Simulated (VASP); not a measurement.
# La2Ga2NO4 (a cell with a defect) in VASP: a series of runs

Runs on La2Ga2NO4 (a cell with a defect). Level: PBEsol. Tasks: single point.

Everything below comes from runs of VASP 6.6.1. Logs are shortened: lines on timing, memory, paths and dates and some standing lists are left out, and cuts for length are marked.

### Step 1. The cell of the first run

The cell holds a defect, 9 atoms: a = 7.729 Å, b = 3.865 Å, c = 3.865 Å, α = 90.00°, β = 90.00°, γ = 90.00°.

### Step 2. Single point, PBEsol

File INCAR:

```
SYSTEM = La2Ga2NO4
ALGO = Normal
EDIFF = 1E-6
ENCUT = 520
GGA = PS
ISIF = 2
ISMEAR = -1
LASPH = .TRUE.
LCHARG = .FALSE.
LREAL = .FALSE.
LWAVE = .FALSE.
NBANDS = 48
NELECT = 78.0
NELM = 60
PREC = Accurate
SIGMA = 0.05
```

File KPOINTS:

```
Automatic mesh
0
Gamma
  2 2 2
  0.5 0.5 0.5
```

File POSCAR:

```
La2Ga2NO4
1.0
    7.7293080000      0.0000000000      0.0000000000
    0.0000000000      3.8646540000      0.0000000000
    0.0000000000      0.0000000000      3.8646540000
La Ga O N
2 2 4 1
Direct
    0.0048850000      0.9978380000      0.0052660000
    0.4980540000      0.9976550000      0.0049470000
    0.2499610000      0.5005890000      0.5090450000
    0.7494720000      0.4993730000      0.4941110000
    0.7478320000      0.4923830000      0.9926440000
    0.0012290000      0.5102720000      0.4933270000
    0.2460420000      0.9870010000      0.4982830000
    0.7484340000      0.0036720000      0.5046420000
    0.4997100000      0.5006140000      0.4922680000
```

Potentials or basis: VASP PAW PBE potentials, release 64 (La, Ga_d, O, N).

Command:

```sh
> cat potpaw_PBE.64/La/POTCAR potpaw_PBE.64/Ga_d/POTCAR potpaw_PBE.64/O/POTCAR potpaw_PBE.64/N/POTCAR > POTCAR
> mpirun -np 1 vasp_std > vasp.out
```

OUTCAR:

```text
SYSTEM = La2Ga2NO4
   EDIFF = 1E-6
   ENCUT = 520
   GGA = PS
   ISIF = 2
   ISMEAR = -1
   LASPH = .TRUE.
   LREAL = .FALSE.
   NELECT = 78.0
   NELM = 60
   PREC = Accurate

 ion  position               nearest neighbor table
   1  0.005  0.998  0.005-   7 2.67   6 2.67   7 2.70   6 2.73   6 2.74   5 2.76   8 2.77   8 2.77
                             5 2.79   6 2.80
   2  0.498  0.998  0.005-   9 2.69   9 2.71   5 2.72   7 2.73   8 2.73   8 2.74   5 2.75   7 2.76

   3  0.250  0.501  0.509-   7 1.88   6 1.92   9 1.93   7 1.99
   4  0.749  0.499  0.494-   8 1.92   5 1.93   9 1.93   5 1.94   6 1.95   8 1.95
   5  0.748  0.492  0.993-   4 1.93   4 1.94   2 2.72   2 2.75   1 2.76   1 2.79
   6  0.001  0.510  0.493-   3 1.92   4 1.95   1 2.67   1 2.73   1 2.74   1 2.80
   7  0.246  0.987  0.498-   3 1.88   3 1.99   1 2.67   1 2.70   2 2.73   2 2.76
   8  0.748  0.004  0.505-   4 1.92   4 1.95   2 2.73   2 2.74   1 2.77   1 2.77
   9  0.500  0.501  0.492-   4 1.93   3 1.93   2 2.69   2 2.71

  LATTYP: Found a simple tetragonal cell.
 ALAT       =     3.8646540000
 C/A-ratio  =     2.0000000000

  Lattice vectors:

 A1 = (   0.0000000000,   3.8646540000,   0.0000000000)
 A2 = (   0.0000000000,   0.0000000000,   3.8646540000)
 A3 = (   7.7293080000,   0.0000000000,   0.0000000000)

Analysis of symmetry for initial positions (statically):
=====================================================================
 Subroutine PRICEL returns:
 Original cell was already a primitive cell.

 Routine SETGRP: Setting up the symmetry group for a
 simple tetragonal supercell.

 Subroutine GETGRP returns: Found  1 space group operations
 (whereof  1 operations were pure point group operations)
 out of a pool of 16 trial point group operations.

The static configuration has the point symmetry C_1 .

Analysis of symmetry for dynamics (positions and initial velocities):
=====================================================================
 Subroutine PRICEL returns:
 Original cell was already a primitive cell.

 Routine SETGRP: Setting up the symmetry group for a
 simple tetragonal supercell.

 Subroutine GETGRP returns: Found  1 space group operations
 (whereof  1 operations were pure point group operations)
 out of a pool of 16 trial point group operations.

The dynamic configuration has the point symmetry C_1 .

 Subroutine INISYM returns: Found  1 space group operations
 (whereof  1 operations are pure point group operations),
 and found     1 'primitive' translations

----------------------------------------------------------------------------------------

                                     Primitive cell

  volume of cell :     115.4415

  direct lattice vectors                    reciprocal lattice vectors
     7.729308000  0.000000000  0.000000000     0.129377688  0.000000000  0.000000000
     0.000000000  3.864654000  0.000000000     0.000000000  0.258755376  0.000000000
     0.000000000  0.000000000  3.864654000     0.000000000  0.000000000  0.258755376

  length of vectors
     7.729308000  3.864654000  3.864654000     0.129377688  0.258755376  0.258755376

  position of ions in fractional coordinates (direct lattice)
     0.004885000  0.997838000  0.005266000
     0.498054000  0.997655000  0.004947000
     0.249961000  0.500589000  0.509045000
     0.749472000  0.499373000  0.494111000
     0.747832000  0.492383000  0.992644000
     0.001229000  0.510272000  0.493327000
     0.246042000  0.987001000  0.498283000
     0.748434000  0.003672000  0.504642000
     0.499710000  0.500614000  0.492268000

  ion indices of the primitive-cell ions
   primitive index   ion index
                 1           1
                 2           2
                 3           3
                 4           4
                 5           5
                 6           6
                 7           7
                 8           8
                 9           9

----------------------------------------------------------------------------------------

 KPOINTS: Automatic mesh

Automatic generation of k-mesh.
 Grid dimensions read from file:
 generate k-points for:    2    2    2

 Generating k-lattice:

  Cartesian coordinates                     Fractional coordinates (reciprocal lattice)
     0.064688844  0.000000000  0.000000000     0.500000000  0.000000000  0.000000000
     0.000000000  0.129377688  0.000000000     0.000000000  0.500000000  0.000000000
     0.000000000  0.000000000  0.129377688     0.000000000  0.000000000  0.500000000

  Length of vectors
     0.064688844  0.129377688  0.129377688

  Shift w.r.t. Gamma in fractional coordinates (k-lattice)
     0.500000000  0.500000000  0.500000000

 Subroutine IBZKPT returns following result:
 ===========================================

 Found      4 irreducible k-points:

 Following reciprocal coordinates:
            Coordinates               Weight
  0.250000  0.250000  0.250000      2.000000
  0.250000 -0.250000  0.250000      2.000000
  0.250000 -0.250000 -0.250000      2.000000
  0.250000  0.250000 -0.250000      2.000000
   k-points           NKPTS =      4   k-points in BZ     NKDIM =      4   number of bands    NBANDS=     48
   number of dos      NEDOS =    301   number of ions     NIONS =      9
   total plane-waves  NPLWV =  54000
   dimension x,y,z NGX =    60 NGY =   30 NGZ =   30
   dimension x,y,z NGXF=   120 NGYF=   60 NGZF=   60
   ions per type =               2   2   4   1
   NGX,Y,Z   is equivalent  to a cutoff of  12.91, 12.91, 12.91 a.u.
   NGXF,Y,Z  is equivalent  to a cutoff of  25.81, 25.81, 25.81 a.u.
 SYSTEM =  La2Ga2NO4
   PREC   = accura    normal or accurate (medium, high low for compatibility)
   ISTART =      0    job   : 0-new  1-cont  2-samecut
   ICHARG =      2    charge: 1-file 2-atom 10-const
   ISPIN  =      1    spin polarized calculation?
   LNONCOLLINEAR =      F non collinear calculations
   LSORBIT =      F    spin-orbit coupling
   LASPH  =      T    aspherical Exc in radial PAW
   ENCUT  =  520.0 eV  38.22 Ry    6.18 a.u.  14.37  7.19  7.19*2*pi/ulx,y,z
   NELM   =     60;   NELMIN=  2; NELMDL= -5     # of ELM steps
   EDIFF  = 0.1E-05   stopping-criterion for ELM
   LREAL  =      F    real-space projection
   EDIFFG = 0.1E-04   stopping-criterion for IOM
   NSW    =      0    number of steps for IOM
   IBRION =     -1    ionic relax: 0-MD 1-quasi-New 2-CG
   NFREE  =      0    steps in history (QN), initial steepest desc. (CG)
   ISIF   =      2    stress and relaxation
   ISYM   =      2    0-nonsym 1-usesym 2-fastsym
   POTIM  = 0.5000    time-step for ionic-motion
   TEBEG  =    0.0;   TEEND  =   0.0 temperature during run
   PSTRESS=    0.0 pullay stress
   NELECT =      78.0000    total number of electrons
   NUPDOWN=      -1.0000    fix difference up-down
   EMIN   =  10.00;   EMAX   =-10.00  energy-range for DOS
   EFERMI =   0.00;   METHOD = LEGACY
   ISMEAR =    -1;   SIGMA  =   0.05  broadening in eV -4-tet -1-fermi 0-gaus
   EFERMI_NEDOS =   21; number of points for ismear=-14 and -15
   IALGO  =     38    algorithm
   IMIX   =      4    mixing-type and parameters
     AMIX     =   0.40;   BMIX     =  1.00
     AMIX_MAG =   1.60;   BMIX_MAG =  1.00
  volume/ion in A,a.u.               =      12.83        86.56
  Fermi-wavevector in a.u.,A,eV,Ry     =   1.436544  2.714675 28.077800  2.063660
  Thomas-Fermi vector in A             =   2.555721
   LORBIT       =      0    0 simple, 1 ext, 2 COOP (PROOUT), +10 PAW based schemes
   GGA     = PS    functional components
   LHFCALC =     F    Hartree Fock is set to
   AEXX    =    0.0000 exact exchange contribution
   IVDW    =     0    specifies the selected vdW correction
   LEPSILON=     F    determine dielectric tensor
   LRPA    =     F    only Hartree local field effects (RPA)
 non-spin polarized calculation
  energy-cutoff  :      520.00
  volume of cell :      115.44
 maximum number of plane-waves:      3101
 NGX is ok and might be reduce to    60
   NGX = 29   NGY = 15   NGZ = 15

 number of electron      77.9999998 magnetization

 Free energy of the ion-electron system (eV)
  ---------------------------------------------------
  ext. energy  EPLUGINS =         0.00000000
  ---------------------------------------------------
  free energy    TOTEN  =       -55.84266317 eV

  energy without entropy =      -55.84266293  energy(sigma->0) =      -55.84266305

 E-fermi :   9.7610     XC(G=0): -11.9679

 val. band max:        8.9440382433   @ k =   0.2500  -0.2500  -0.2500
 cond. band min:      10.5837330490   @ k =   0.2500   0.2500  -0.2500
 fundamental gap:      1.6396948057
 Fermi energy:         9.7610040246

 k-point     1 :       0.2500    0.2500    0.2500
  band No.  band energies     occupation
      1     -23.9857      2.00000
      2     -23.2382      2.00000
      3     -11.4903      2.00000
      4     -11.0550      2.00000
      5     -10.4789      2.00000
      6     -10.1946      2.00000
[... 40 lines left out ...]
     47      11.3814      0.00000
     48      11.5580      0.00000

 k-point     2 :       0.2500   -0.2500    0.2500
  band No.  band energies     occupation
      1     -23.9857      2.00000
      2     -23.2382      2.00000
      3     -11.4877      2.00000
      4     -11.0657      2.00000
      5     -10.4714      2.00000
      6     -10.1923      2.00000
[... 40 lines left out ...]
     47      11.3982      0.00000
     48      11.5539      0.00000

 k-point     3 :       0.2500   -0.2500   -0.2500
  band No.  band energies     occupation
      1     -23.9857      2.00000
      2     -23.2382      2.00000
      3     -11.4872      2.00000
      4     -11.0609      2.00000
      5     -10.4831      2.00000
      6     -10.1855      2.00000
[... 40 lines left out ...]
     47      11.4043      0.00000
     48      11.5636      0.00000

 k-point     4 :       0.2500    0.2500   -0.2500
  band No.  band energies     occupation
      1     -23.9857      2.00000
      2     -23.2382      2.00000
      3     -11.4959      2.00000
      4     -11.0462      2.00000
      5     -10.4830      2.00000
      6     -10.1945      2.00000
[... 40 lines left out ...]
     47      11.3895      0.00000
     48      11.5679      0.00000

------------------------ aborting loop because EDIFF is reached ----------------------------------------

  FORCE on cell =-STRESS in cart. coord.  units (eV):
  Direction    XX          YY          ZZ          XY          YZ          ZX
  --------------------------------------------------------------------------------------
  -------------------------------------------------------------------------------------
  Total       13.1855903     17.2129600      7.1020220      0.0207455     -0.0060637      0.2255431
  in kB      182.9988295    238.8934783     98.5668207      0.2879211     -0.0841557      3.1302441
  external PRESSURE =     173.4863762 kB  Pullay stress =       0.0000000 kB

 VOLUME and BASIS-vectors are now :
 -----------------------------------------------------------------------------
  energy-cutoff  :      520.00
  volume of cell :      115.44
      direct lattice vectors                 reciprocal lattice vectors
     7.729308000  0.000000000  0.000000000     0.129377688  0.000000000  0.000000000
     0.000000000  3.864654000  0.000000000     0.000000000  0.258755376  0.000000000
     0.000000000  0.000000000  3.864654000     0.000000000  0.000000000  0.258755376

 POSITION                                       TOTAL-FORCE (eV/Angst)
 -----------------------------------------------------------------------------------
      0.03776      3.85630      0.02035        -0.350000     -0.021908     -0.061753
      3.84961      3.85559      0.01912         0.283046      0.055339     -0.000137
      1.93203      1.93460      1.96728         1.464075     -0.739109      0.314682
      5.79290      1.92990      1.90957        -1.205536      0.164441      0.067444
      5.78022      1.90289      3.83623         1.007979      0.108924      0.304607
      0.00950      1.97202      1.90654        -0.467090     -0.188892     -0.170994
      1.90173      3.81442      1.92569        -0.939701      1.102280     -0.167467
      5.78488      0.01419      1.95027         1.159002     -0.415330     -0.167778
      3.86241      1.93470      1.90245        -0.951776     -0.065744     -0.118605
 -----------------------------------------------------------------------------------
    total drift:                                0.001256     -0.000236     -0.000863

  FREE ENERGIE OF THE ION-ELECTRON SYSTEM (eV)
  ---------------------------------------------------
  free  energy   TOTEN  =       -55.8426631742 eV

  energy  without entropy=      -55.8426629305  energy(sigma->0) =      -55.84266305
```

It took 30 s on 1 thread of AMD EPYC 9R14 (Zen 4), shared host; peak memory 0.2 GiB.

Results:

```
Free energy   : -55.8427 eV
Largest force : 1.670 eV/Å
```

Forces in eV/Å, atoms in the order of the input:
```
La  -0.350 -0.022 -0.062
La   0.283  0.055  0.000
Ga   1.464 -0.739  0.315
Ga  -1.206  0.164  0.067
O    1.008  0.109  0.305
O   -0.467 -0.189 -0.171
O   -0.940  1.102 -0.167
O    1.159 -0.415 -0.168
N   -0.952 -0.066 -0.119
```

Caveat: the k points lie up to 0.81 Å⁻¹ apart; the cell carries a net charge on a neutralising background, which shifts energy and pressure; the cell is charged against a uniform background, so pressure and absolute levels hang on convention; the PAW data sets were made with another functional, which shifts forces and pressure a little; spin-orbit coupling is left out, which moves the levels of the heavy elements.

### Step 3. Single point, PBEsol

File INCAR:

```
PREC     = Accurate       # precision mode
ENCUT    = 520            # plane-wave cutoff, eV
EDIFF    = 1E-7           # SCF threshold, eV
ISMEAR   = -1             # smearing method
SIGMA    = 0.05           # smearing width, eV
LREAL    = F              # projectors in reciprocal space
LASPH    = T              # aspherical terms in the spheres
NELM     = 60             # most SCF steps
ALGO     = Normal         # electronic algorithm
ISIF     = 2              # what is computed and relaxed
LWAVE    = F              # write WAVECAR
LCHARG   = T              # write CHGCAR
GGA      = PS             # functional
LELF     = T              # ELF
LVHAR    = T            
NBANDS   = 48             # bands
NELECT   = 76.0
```

KPOINTS is that of step 2.

POSCAR is that of step 2.

Potentials or basis: VASP PAW PBE potentials, release 64 (La, Ga_d, O, N).

Command:

```sh
> cat potpaw_PBE.64/La/POTCAR potpaw_PBE.64/Ga_d/POTCAR potpaw_PBE.64/O/POTCAR potpaw_PBE.64/N/POTCAR > POTCAR
> mpirun -np 1 vasp_std > vasp.out
```

Wall time 38 s (1 thread of AMD EPYC 9R14 (Zen 4), shared host); peak memory 0.2 GiB.

The run converged. Its results:

```
Free energy   : -73.2195 eV
Largest force : 3.575 eV/Å
```

Forces in eV/Å, atoms in the order of the input:
```
La  -3.413  0.019 -0.007
La   3.020  0.035 -0.055
Ga   1.581 -0.616 -0.230
Ga  -0.637  0.148  0.089
O    0.741  0.133  0.361
O    2.255 -0.259 -0.035
O   -0.992  1.091  0.043
O    1.019 -0.453 -0.179
N   -3.574 -0.096  0.013
```

Levels at points of the mesh, in eV from the Fermi level:
| k point | band 34 | band 35 | band 36 | band 37 | band 38 | band 39 | band 40 | band 41 | band 42 | band 43 |
| --- | --- | --- | --- | --- | --- | --- | --- | --- | --- | --- |
| (0.25, 0.25, 0.25) | -2.40 | -1.86 | -1.39 | -1.17 | -0.40 | 0.38 | 2.23 | 2.44 | 2.65 | 2.68 |

Caveat: the k points lie up to 0.81 Å⁻¹ apart; the cell carries a net charge on a neutralising background, which shifts energy and pressure; the cell is charged against a uniform background, so pressure and absolute levels hang on convention; the PAW data sets were made with another functional, which shifts forces and pressure a little; spin-orbit coupling is left out, which moves the levels of the heavy elements.
